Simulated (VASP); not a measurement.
VGe (zincblende type): single point with PBE

VGe (zincblende type):

```xyz
2
Lattice="0.0000 2.7099 2.7099 2.7099 0.0000 2.7099 2.7099 2.7099 0.0000" Properties=species:S:1:pos:R:3 pbc="T T T"
V     0.0000    0.0000    0.0000
Ge    1.3550    1.3550    1.3550
```

* Program: VASP 6.6.1
* Task: single point
* Functional: PBE
* Potentials or basis: VASP PAW PBE potentials, release 64 (V_sv, Ge_d)
* Cutoff: 520 eV
* k mesh: 13 × 13 × 13
* Occupations: fermi-dirac, width 0.05 eV
* Spin: no spin polarisation

The pressure is 9.9 GPa and the band gap on the k mesh is zero (an odd number of electrons rules out a gap without spin polarisation).

Levels at points of the mesh, in eV from the Fermi level:
```tsv
k point	band 10	band 11	band 12	band 13	band 14	band 15	band 16	band 17
(0.00, 0.00, 0.00)	-9.84	-1.78	-1.78	-1.78	0.29	0.29	6.10	6.76
```

It took 98 s on 1 thread of Intel(R) Xeon(R) Platinum 8488C (Sapphire Rapids) (shared host), peak memory 0.21 GiB.

Caveat: the cell stands under pressure.
